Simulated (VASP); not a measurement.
Here is a VASP 6.6.1 calculation.

The input INCAR:

```
PREC = Accurate
ENCUT = 520
EDIFF = 1E-6
ISMEAR = 0
SIGMA = 0.1
LREAL = False
LASPH = True
NELM = 80
ALGO = Normal
ISIF = 2
LWAVE = False
LCHARG = True
GGA = PE
LELF = True
LVHAR = True
NBANDS = 46
```

KPOINTS

```
regular mesh
0
Gamma
  3 3 4
```

Contents of POSCAR:

```
RbIr3
1.0
    7.8091577382      0.0000000000      0.0000000000
   -3.9045788691      6.7629289834      0.0000000000
    0.0000000000      0.0000000000      4.4477730517
Rb Ir
2 6
Direct
    0.3333333333      0.6666666667      0.2500000000
    0.6666666667      0.3333333333      0.7500000000
    0.8926509535      0.7853019070      0.2500000000
    0.1073490465      0.8926509535      0.7500000000
    0.2146980930      0.1073490465      0.2500000000
    0.1073490465      0.2146980930      0.7500000000
    0.8926509535      0.1073490465      0.2500000000
    0.7853019070      0.8926509535      0.7500000000
```

Potentials or basis: VASP PAW PBE potentials, release 64 (Rb_sv, Ir).

Run with:

```console
$ cat potpaw_PBE.64/Rb_sv/POTCAR potpaw_PBE.64/Ir/POTCAR > POTCAR
$ mpirun -np 1 vasp_std > vasp.out
```

Problem. Predict the largest force.

Solution. 0.074 eV/Å.

Problem. Estimate the pressure.

Solution. 0.2 GPa.

Problem. Estimate the band gap on the k mesh.

Solution. Zero (bands 36 and 37 overlap by 0.55 eV).

Stress tensor (GPa, compression positive):
```
0.31 0.00 0.00
0.00 0.31 0.00
0.00 0.00 0.07
```

Caveat: spin-orbit coupling is left out, which moves the levels of the heavy elements.
